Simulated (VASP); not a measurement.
FeGe16: single point with PBEsol+U

Crystal: FeGe16.

```
Fe Ge
1.0
     0.00000    5.65754    5.65754
     5.65754    0.00000    5.65754
     5.65754    5.65754    0.00000
Fe Ge
1 16
Direct
  0.25000 0.25000 0.25000
  0.00000 0.00000 0.00000
  0.99761 0.99761 0.50239
  0.99761 0.50239 0.99761
  0.99761 0.50239 0.50239
  0.50239 0.99761 0.99761
  0.50239 0.99761 0.50239
  0.50239 0.50239 0.99761
  0.50000 0.50000 0.50000
  0.12422 0.12422 0.12422
  0.12422 0.12422 0.62734
  0.12422 0.62734 0.12422
  0.12777 0.62408 0.62408
  0.62734 0.12422 0.12422
  0.62408 0.12777 0.62408
  0.62408 0.62408 0.12777
  0.62408 0.62408 0.62408
```

```yaml
Program: VASP 6.6.1
Task: single point
Functional: PBEsol
Potentials_or_basis: VASP PAW PBE potentials, release 64 (Fe, Ge_d)
Cutoff: 600 eV
k_mesh: 3 × 3 × 3
Occupations: gaussian, width 0.05 eV
Spin: collinear spin, ferromagnetic start
Starting_moments: "[2.24, 0.0, 0.0, 0.0, 0.0, 0.0, 0.0, 0.0, 0.0, 0.0, 0.0, 0.0, 0.01, 0.0, 0.01, 0.01, 0.01] μB"
Hubbard_terms: Fe d U = 4.0 eV
Dipole_correction: no
Further_INCAR_settings: ALGO = Normal; EDIFF = 1e-06; NBANDS = 134
```

```json
{"Pressure": "2.6 GPa", "Largest force": "0.031 eV/Å", "Net moment": "2.70 μB per cell", "Site moments": "Fe +2.66; Ge +0.03, +0.00, -0.00, +0.01 (each value once) μB", "Valence electrons inside the program's atomic spheres": "Fe 7.22; Ge 12.41, 12.42, 12.43, 12.46 (each value once)"}
```

Forces on the atoms (eV/Å):
```
Fe   0.000  0.000  0.000
Ge   0.000  0.000  0.000
Ge   0.000  0.000 -0.031
Ge   0.000 -0.031  0.000
Ge   0.031  0.000  0.000
Ge  -0.031  0.000  0.000
Ge   0.000  0.031  0.000
Ge   0.000  0.000  0.031
Ge   0.000  0.000  0.000
Ge  -0.014 -0.014 -0.014
Ge   0.014  0.014 -0.014
Ge   0.014 -0.014  0.014
Ge  -0.018  0.018  0.018
Ge  -0.014  0.014  0.014
Ge   0.018 -0.018  0.018
Ge   0.018  0.018 -0.018
Ge  -0.018 -0.018 -0.018
```

Levels at points of the mesh, in eV from the Fermi level:
Spin up:
```
           k point  band 114  band 115  band 116  band 117  band 118  band 119  band 120  band 121
(0.00, 0.00, 0.00)     -1.03     -0.79     -0.24     -0.15     -0.15     -0.15     -0.11     -0.11
```
Spin down:
| k point | band 111 | band 112 | band 113 | band 114 | band 115 | band 116 | band 117 | band 118 | band 119 | band 120 |
| --- | --- | --- | --- | --- | --- | --- | --- | --- | --- | --- |
| (0.00, 0.00, 0.00) | -0.85 | -0.85 | -0.57 | -0.23 | -0.14 | -0.14 | -0.14 | 0.03 | 0.03 | 0.03 |

Eigenvalues of the final occupation matrices:
```
    site  spin  trace               eigenvalues
site 1 d     1   4.60  0.90 0.90 0.90 0.95 0.95
site 1 d     2   1.98  0.06 0.06 0.62 0.62 0.62
```

It took 35 min on 1 thread of Intel Xeon 8259CL, on a shared host, peak memory 0.95 GiB.

Caveat: the PAW data sets were made with another functional, which shifts forces and pressure a little; the U is typed as a test and isn't derived for this compound. The state reached can hang on the start; a lower one may exist.
